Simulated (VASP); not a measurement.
# Ga (Cmce) in VASP: further runs

The runs below take Ga through single point, with LDA.

Program: VASP 6.6.1. These are calculated values, not measurements. Logs are shortened: lines on timing, memory, paths and dates and some standing lists are left out, and cuts for length are marked.

**1. The cell of the first run**

The structure is orthorhombic, space group Cmce (No. 64). The conventional cell has a = 4.551 Å, b = 7.678 Å, c = 4.540 Å, α = 90.00°, β = 90.00°, γ = 90.00°. Within 3.3 Å of Ga (site symmetry m) lie 7 Ga at 2.51 to 2.81 Å.

**2. Single point, LDA (19.83 Å³/atom)**

Contents of INCAR:

```
PREC = Accurate
ENCUT = 520
EDIFF = 1E-7
ISMEAR = -1
SIGMA = 0.1
LREAL = False
LASPH = True
NELM = 100
ALGO = Normal
ISIF = 2
LWAVE = False
LCHARG = True
GGA = CA
LELF = True
LVHAR = True
NBANDS = 34
```

Contents of KPOINTS:

```
regular mesh
0
Gamma
  11 11 10
```

Contents of POSCAR:

```
Ga
1.0
    2.2755239711     -3.8391495058      0.0000000000
    2.2755239711      3.8391495058      0.0000000000
    0.0000000000      0.0000000000      4.5399479862
Ga
4
Direct
    0.8443628362      0.1556371638      0.0859373136
    0.6556371638      0.3443628362      0.5859373136
    0.1556371638      0.8443628362      0.9140626864
    0.3443628362      0.6556371638      0.4140626864
```

Potentials or basis: VASP PAW LDA potentials, release 64 (Ga_d).

Started as:

```bash
$ cat potpaw_LDA.64/Ga_d/POTCAR > POTCAR
$ mpirun -np 1 vasp_std > vasp.out
```

OUTCAR:

```text
PREC = Accurate
   ENCUT = 520
   EDIFF = 1E-7
   ISMEAR = -1
   LREAL = False
   LASPH = True
   NELM = 100
   ISIF = 2
   GGA = CA

 ion  position               nearest neighbor table
   1  0.844  0.156  0.086-   3 2.51   2 2.69   2 2.69   4 2.72   4 2.72   3 2.81   3 2.81
   2  0.656  0.344  0.586-   4 2.51   1 2.69   1 2.69   3 2.72   3 2.72   4 2.81   4 2.81
   3  0.156  0.844  0.914-   1 2.51   4 2.69   4 2.69   2 2.72   2 2.72   1 2.81   1 2.81
   4  0.344  0.656  0.414-   2 2.51   3 2.69   3 2.69   1 2.72   1 2.72   2 2.81   2 2.81

  LATTYP: Found a base centered orthorhombic cell.
 ALAT       =     4.5510479422
 B/A-ratio  =     1.6871496651
 C/A-ratio  =     0.9975610110

  Lattice vectors:

 A1 = (   2.2755239711,  -3.8391495058,   0.0000000000)
 A2 = (   2.2755239711,   3.8391495058,   0.0000000000)
 A3 = (   0.0000000000,   0.0000000000,   4.5399479862)

Analysis of symmetry for initial positions (statically):
=====================================================================
 Subroutine PRICEL returns:
 Original cell was already a primitive cell.

 Routine SETGRP: Setting up the symmetry group for a
 base centered orthorhombic supercell.

 Subroutine GETGRP returns: Found  8 space group operations
 (whereof  4 operations were pure point group operations)
 out of a pool of  8 trial point group operations.

The static configuration has the point symmetry C_2h.
 The point group associated with its full space group is D_2h.

Analysis of symmetry for dynamics (positions and initial velocities):
=====================================================================
 Subroutine PRICEL returns:
 Original cell was already a primitive cell.

 Routine SETGRP: Setting up the symmetry group for a
 base centered orthorhombic supercell.

 Subroutine GETGRP returns: Found  8 space group operations
 (whereof  4 operations were pure point group operations)
 out of a pool of  8 trial point group operations.

The dynamic configuration has the point symmetry C_2h.
 The point group associated with its full space group is D_2h.

 Subroutine INISYM returns: Found  8 space group operations
 (whereof  4 operations are pure point group operations),
 and found     1 'primitive' translations

----------------------------------------------------------------------------------------

                                     Primitive cell

  volume of cell :      79.3227

  direct lattice vectors                    reciprocal lattice vectors
     2.275523971 -3.839149506  0.000000000     0.219729612 -0.130237179  0.000000000
     2.275523971  3.839149506  0.000000000     0.219729612  0.130237179  0.000000000
     0.000000000  0.000000000  4.539947986     0.000000000  0.000000000  0.220266841

  length of vectors
     4.462855394  4.462855394  4.539947986     0.255426751  0.255426751  0.220266841

  position of ions in fractional coordinates (direct lattice)
     0.844362836  0.155637164  0.085937314
     0.655637164  0.344362836  0.585937314
     0.155637164  0.844362836  0.914062686
     0.344362836  0.655637164  0.414062686

  ion indices of the primitive-cell ions
   primitive index   ion index
                 1           1
                 2           2
                 3           3
                 4           4

----------------------------------------------------------------------------------------

 KPOINTS: regular mesh

Automatic generation of k-mesh.
 Grid dimensions read from file:
 generate k-points for:   11   11   10

 Generating k-lattice:

  Cartesian coordinates                     Fractional coordinates (reciprocal lattice)
     0.019975419 -0.011839744  0.000000000     0.090909091  0.000000000  0.000000000
     0.019975419  0.011839744  0.000000000     0.000000000  0.090909091  0.000000000
     0.000000000  0.000000000  0.022026684     0.000000000  0.000000000  0.100000000

  Length of vectors
     0.023220614  0.023220614  0.022026684

  Shift w.r.t. Gamma in fractional coordinates (k-lattice)
     0.000000000  0.000000000  0.000000000

 Subroutine IBZKPT returns following result:
 ===========================================

 Found    216 irreducible k-points:

 Following reciprocal coordinates:
            Coordinates               Weight
  0.000000  0.000000  0.000000      1.000000
  0.090909  0.000000  0.000000      4.000000
  0.181818  0.000000  0.000000      4.000000
  0.272727  0.000000  0.000000      4.000000
  0.363636  0.000000  0.000000      4.000000
  0.454545  0.000000  0.000000      4.000000
[... 16 lines left out ...]
 -0.272727  0.181818  0.000000      4.000000
 -0.181818  0.181818  0.000000      2.000000
 [... further k-points ...]
   k-points           NKPTS =    216   k-points in BZ     NKDIM =    216   number of bands    NBANDS=     34
   number of dos      NEDOS =    301   number of ions     NIONS =      4
   total plane-waves  NPLWV =  46656
   dimension x,y,z NGX =    36 NGY =   36 NGZ =   36
   dimension x,y,z NGXF=    72 NGYF=   72 NGZF=   72
   ions per type =               4
   NGX,Y,Z   is equivalent  to a cutoff of  13.41, 13.41, 13.18 a.u.
   NGXF,Y,Z  is equivalent  to a cutoff of  26.82, 26.82, 26.37 a.u.
 SYSTEM =  unknown system
   PREC   = accura    normal or accurate (medium, high low for compatibility)
   ISTART =      0    job   : 0-new  1-cont  2-samecut
   ICHARG =      2    charge: 1-file 2-atom 10-const
   ISPIN  =      1    spin polarized calculation?
   LNONCOLLINEAR =      F non collinear calculations
   LSORBIT =      F    spin-orbit coupling
   LASPH  =      T    aspherical Exc in radial PAW
   ENCUT  =  520.0 eV  38.22 Ry    6.18 a.u.   8.30  8.30  8.44*2*pi/ulx,y,z
   NELM   =    100;   NELMIN=  2; NELMDL= -5     # of ELM steps
   EDIFF  = 0.1E-06   stopping-criterion for ELM
   LREAL  =      F    real-space projection
   EDIFFG = 0.1E-05   stopping-criterion for IOM
   NSW    =      0    number of steps for IOM
   IBRION =     -1    ionic relax: 0-MD 1-quasi-New 2-CG
   NFREE  =      0    steps in history (QN), initial steepest desc. (CG)
   ISIF   =      2    stress and relaxation
   ISYM   =      2    0-nonsym 1-usesym 2-fastsym
   POTIM  = 0.5000    time-step for ionic-motion
   TEBEG  =    0.0;   TEEND  =   0.0 temperature during run
   PSTRESS=    0.0 pullay stress
   NELECT =      52.0000    total number of electrons
   NUPDOWN=      -1.0000    fix difference up-down
   EMIN   =  10.00;   EMAX   =-10.00  energy-range for DOS
   EFERMI =   0.00;   METHOD = LEGACY
   ISMEAR =    -1;   SIGMA  =   0.10  broadening in eV -4-tet -1-fermi 0-gaus
   EFERMI_NEDOS =   21; number of points for ismear=-14 and -15
   IALGO  =     38    algorithm
   IMIX   =      4    mixing-type and parameters
     AMIX     =   0.40;   BMIX     =  1.00
     AMIX_MAG =   1.60;   BMIX_MAG =  1.00
  volume/ion in A,a.u.               =      19.83       133.82
  Fermi-wavevector in a.u.,A,eV,Ry     =   1.422144  2.687462 27.517687  2.022493
  Thomas-Fermi vector in A             =   2.542879
   LORBIT       =      0    0 simple, 1 ext, 2 COOP (PROOUT), +10 PAW based schemes
   GGA     = CA    functional components
   LHFCALC =     F    Hartree Fock is set to
   AEXX    =    0.0000 exact exchange contribution
   IVDW    =     0    specifies the selected vdW correction
   LEPSILON=     F    determine dielectric tensor
   LRPA    =     F    only Hartree local field effects (RPA)
 non-spin polarized calculation
  energy-cutoff  :      520.00
  volume of cell :       79.32
 maximum number of plane-waves:      2159
 NGX is ok and might be reduce to    36
   NGX = 17   NGY = 17   NGZ = 17

 number of electron      51.9999998 magnetization

 Free energy of the ion-electron system (eV)
  ---------------------------------------------------
  ext. energy  EPLUGINS =         0.00000000
  ---------------------------------------------------
  free energy    TOTEN  =       -14.36838870 eV

  energy without entropy =      -14.33980789  energy(sigma->0) =      -14.35409830

 E-fermi :   4.6291     XC(G=0): -10.9115

 val. band max:        4.6093131940   @ k =  -0.1818   0.0909   0.3000
 cond. band min:       4.6306325216   @ k =  -0.2727   0.2727   0.4000
 fundamental gap:      0.0213193276
 Fermi energy:         4.6290746227

 k-point     1 :       0.0000    0.0000    0.0000
  band No.  band energies     occupation
      1     -10.5462      2.00000
      2     -10.5422      2.00000
      3     -10.5174      2.00000
      4     -10.5021      2.00000
      5     -10.4760      2.00000
      6     -10.4505      2.00000
[... 26 lines left out ...]
     33      11.3810      0.00000
     34      11.9636      0.00000

 k-point     2 :       0.0909    0.0000    0.0000
  band No.  band energies     occupation
      1     -10.5481      2.00000
      2     -10.5388      2.00000
      3     -10.5195      2.00000
      4     -10.5051      2.00000
      5     -10.4692      2.00000
      6     -10.4497      2.00000
[... 26 lines left out ...]
     33      11.5612      0.00000
     34      11.8244      0.00000

 k-point     3 :       0.1818    0.0000    0.0000
  band No.  band energies     occupation
      1     -10.5505      2.00000
      2     -10.5296      2.00000
      3     -10.5262      2.00000
      4     -10.5116      2.00000
      5     -10.4569      2.00000
      6     -10.4424      2.00000
[... 26 lines left out ...]
     33      10.9867      0.00000
     34      11.8111      0.00000
[... 704 lines left out ...]
 k-point    23 :      -0.2727    0.1818    0.0000
  band No.  band energies     occupation
      1     -10.5593      2.00000
      2     -10.5534      2.00000
      3     -10.5046      2.00000
      4     -10.4979      2.00000
      5     -10.4809      2.00000
      6     -10.4599      2.00000
[... 26 lines left out ...]
     33       9.9996      0.00000
     34      11.2034      0.00000

 k-point    24 :      -0.1818    0.1818    0.0000
  band No.  band energies     occupation
      1     -10.5573      2.00000
      2     -10.5430      2.00000
      3     -10.5140      2.00000
      4     -10.4999      2.00000
      5     -10.4763      2.00000
      6     -10.4610      2.00000
[... 26 lines left out ...]
     33      10.2090      0.00000
     34      10.5365      0.00000

 [... further k-points ...]

------------------------ aborting loop because EDIFF is reached ----------------------------------------

  FORCE on cell =-STRESS in cart. coord.  units (eV):
  Direction    XX          YY          ZZ          XY          YZ          ZX
  --------------------------------------------------------------------------------------
  -------------------------------------------------------------------------------------
  Total       -1.9586880     -2.0649704     -2.0222023      0.0000000     -0.0000000      0.0000000
  in kB      -39.5620267    -41.7087424    -40.8449028      0.0000000     -0.0000000      0.0000000
  external PRESSURE =     -40.7052240 kB  Pullay stress =       0.0000000 kB

 VOLUME and BASIS-vectors are now :
 -----------------------------------------------------------------------------
  energy-cutoff  :      520.00
  volume of cell :       79.32
      direct lattice vectors                 reciprocal lattice vectors
     2.275523971 -3.839149506  0.000000000     0.219729612 -0.130237179  0.000000000
     2.275523971  3.839149506  0.000000000     0.219729612  0.130237179  0.000000000
     0.000000000  0.000000000  4.539947986     0.000000000  0.000000000  0.220266841

 POSITION                                       TOTAL-FORCE (eV/Angst)
 -----------------------------------------------------------------------------------
      2.27552     -2.64412      0.39015         0.000000      0.068734     -0.008410
      2.27552     -1.19503      2.66012         0.000000     -0.068734     -0.008410
      2.27552      2.64412      4.14980         0.000000     -0.068734      0.008410
      2.27552      1.19503      1.87982         0.000000      0.068734      0.008410
 -----------------------------------------------------------------------------------
    total drift:                               -0.000000      0.000000      0.000000

  FREE ENERGIE OF THE ION-ELECTRON SYSTEM (eV)
  ---------------------------------------------------
  free  energy   TOTEN  =       -14.3683887027 eV

  energy  without entropy=      -14.3398078899  energy(sigma->0) =      -14.35409830
```

Wall time 6.7 min (1 thread of Intel Xeon Platinum 8488C (Sapphire Rapids), shared host); peak memory 0.47 GiB.

Results:

```yaml
Free_energy: -14.3684 eV
Pressure: -4.1 GPa
Largest_force: 0.069 eV/Å
Band_gap_on_the_k_mesh: zero (bands 26 and 27 overlap by 1.38 eV)
```

Forces on the atoms (eV/Å):
```
Ga   0.000  0.069 -0.008
Ga   0.000 -0.069 -0.008
Ga   0.000 -0.069  0.008
Ga   0.000  0.069  0.008
```

Stress tensor (GPa, compression positive):
```
-3.96  0.00  0.00
 0.00 -4.17  0.00
 0.00  0.00 -4.08
```

Caveat: the cell stands under tension.

**3. Single point, LDA (20.57 Å³/atom)**

This run uses another cell than the first one, of 20.57 Å³/atom.

Contents of INCAR:

```
SYSTEM = Ga
  PREC = Accurate
  ENCUT = 520
  EDIFF = 1E-6
  ISMEAR = -1
  SIGMA = 0.1
  LREAL = .False.
  LASPH = .True.
  NELM = 60
  ALGO = Normal
  ISIF = 2
  LWAVE = .False.
  LCHARG = .False.
  NBANDS = 34
```

Contents of KPOINTS:

```
Automatic mesh
0
Gamma
  11 11 10
  0 0 0
```

Contents of POSCAR:

```
Ga
1.0
    2.3032769986     -3.8859730169      0.0000000000
    2.3032769986      3.8859730169      0.0000000000
    0.0000000000      0.0000000000      4.5953186626
Ga
4
Direct
    0.8443628362      0.1556371638      0.0859373136
    0.6556371638      0.3443628362      0.5859373136
    0.1556371638      0.8443628362      0.9140626864
    0.3443628362      0.6556371638      0.4140626864
```

Potentials or basis: VASP PAW LDA potentials, release 64 (Ga_d).

Started as:

```bash
$ cat potpaw_LDA.64/Ga_d/POTCAR > POTCAR
$ mpirun -np 1 vasp_std > vasp.out
```

Wall time 6.5 min (1 thread of Intel Xeon Platinum 8488C (Sapphire Rapids), shared host); peak memory 0.49 GiB.

The run converged. Its results:

```
Free energy            : -14.2802 eV
Pressure               : -5.5 GPa
Largest force          : 0.086 eV/Å
Band gap on the k mesh : zero (bands 26 and 27 overlap by 1.37 eV)
```

Forces in eV/Å, atoms in the order of the input:
```
Ga   0.000  0.085 -0.009
Ga   0.000 -0.085 -0.009
Ga   0.000 -0.085  0.009
Ga   0.000  0.085  0.009
```

Stress tensor (GPa, compression positive):
```
-5.39  0.00  0.00
 0.00 -5.66  0.00
 0.00  0.00 -5.52
```

Levels at points of the mesh, in eV from the Fermi level:
```
           k point  band 23  band 24  band 25  band 26  band 27  band 28  band 29  band 30
(0.00, 0.00, 0.00)    -3.63    -1.96    -1.57    -0.60     0.92     0.94     1.08     4.79
(0.00, 0.00, 0.50)    -0.49    -0.49     0.05     0.05     0.12     0.12     2.01     2.01
```

Caveat: the cell stands under tension.

The gap in the log of VASP goes by the Fermi energy; the results here count the filled bands.